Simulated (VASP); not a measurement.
Re:

```
Re
1.0
    -1.54500    1.54500    1.54500
     1.54500   -1.54500    1.54500
     1.54500    1.54500   -1.54500
Re
1
Direct
  0.00000 0.00000 0.00000
```

This isn't the form of Re at room conditions, which is hcp.

```yaml
Program: VASP 6.6.1
Task: relaxation of cell and atoms
Functional: LDA
Potentials_or_basis: VASP PAW LDA potentials, release 64 (Re)
Cutoff: 600 eV
k_mesh: 10 × 10 × 10
Occupations: gaussian, width 0.05 eV
Spin: no spin polarisation
```

At the start: pressure -6.4 GPa; volume 14.75 Å³/atom.

Task: Where does the relaxation end?

Result: Over 4 steps the energy falls by 4.9 meV/atom and the volume is 14.51 Å³/atom (-1.6 %); space group Im-3m (No. 229, to 0.1 Å) before and after.

Step by step:
```csv
step,energy change (eV),largest force (eV/Å),pressure (GPa),volume (Å³)
1,0.0000,0.0000,-6.44,14.75
2,0.0908,0.0000,33.13,13.52
3,-0.0049,0.0000,-0.21,14.52
4,-0.0049,0.0000,-0.04,14.51
```

Final structure:
```
Re
1.0
    -1.53651    1.53651    1.53651
     1.53651   -1.53651    1.53651
     1.53651    1.53651   -1.53651
Re
1
Direct
  0.00000 0.00000 0.00000
```
